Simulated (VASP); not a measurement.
Runs of VASP 6.6.1 on BiRu (rocksalt type). The structure is that of space group Fm-3m (No. 225), or close to it. The cells are those of the table. 

| task | cell | cutoff (eV) | gap on the mesh (eV) | pressure (GPa) |
| --- | --- | --- | --- | --- |
| relaxation of cell and atoms | relaxed from a = 4.019 Å, angles 60.0°, 2 atoms | 600 | none | 0.0 |
| single point | a = 3.845 Å, angles 60.0°, 2 atoms | 520 | none | 8.2 |
| electric field gradients | a = 3.963 Å, angles 60.0°, 2 atoms | 520 | none | -3.0 |
| single point | a = 3.963 Å, angles 60.0°, 2 atoms | 520 | none | (b) |
| electric field gradients | a = 3.845 Å, angles 60.0°, 2 atoms | 520 | none | 8.2 |
| electric field gradients | a = 3.884 Å, angles 60.0°, 2 atoms | 520 | none | 3.8 |
| electric field gradients | a = 3.924 Å, angles 60.0°, 2 atoms | 520 | none | (a) |
| single point | a = 4.001 Å, angles 60.0°, 2 atoms | 520 | none | -5.6 |

Alike in all rows: level PBE; potentials or basis VASP PAW PBE potentials, release 64 (Ru_pv, Bi_d); no spin polarisation; k mesh 10 × 10 × 10; smearing fermi-dirac 0.05 eV.

Q: Estimate the missing entries.

A: (a) 0.1; (b) -3.1.

Caveats: spin-orbit coupling is left out, which moves the levels of the heavy elements.

A k mesh can miss the band edges, and the runs leave out spin-orbit coupling on Bi, Ru.

A gap of «none» marks levels without a gap at the run's occupations.
